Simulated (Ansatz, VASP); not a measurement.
## Hf2WS2 in VASP and in Ansatz

```xyz
5
Lattice="-1.7112 1.7112 8.1221 1.7112 -1.7112 8.1221 1.7112 1.7112 -8.1221" Properties=species:S:1:pos:R:3 pbc="T T T"
Hf    0.0000    0.0000    9.7624
Hf    0.0000    0.0000    6.4818
W     0.0000    0.0000    0.0000
S     0.0000    0.0000    2.6150
S     0.0000    0.0000   13.6291
```

Change from the starting cell: species swapped into the K2NiO2 type (I4/mmm, No. 139).

Alike in both runs: functional PBE; k mesh 6 × 6 × 6; occupations gaussian, width 0.1 eV; no spin polarisation.

Ansatz relaxed the structure, and its values are those at the end. VASP's run is a single point on that final structure, the one shown.

```csv
,VASP,Ansatz
version,VASP 6.6.1,Ansatz 0.2.0
potentials or method,"VASP PAW PBE potentials, release 64 (Hf_pv, W_sv, S), cutoff 520 eV","scalar-relativistic, plane waves, PAW"
valence electrons in the cell,46,78
```

```tsv
	VASP	Ansatz	Ansatz less VASP
gap on the k mesh at the Fermi level (eV)	none	none	-
pressure (GPa)	-0.6	0.0	+0.58
rms of the force components (eV/Å)	0.011	0.001	-0.0102
```

A gap of «none» marks a metal or a gap that the smearing closes. VASP's potentials hold 46 valence electrons a cell and Ansatz's 78, so a difference there can come from the potentials and not from the codes.

The k mesh is coarse, so the values compare programs but aren't converged. Spin-orbit coupling is off throughout.
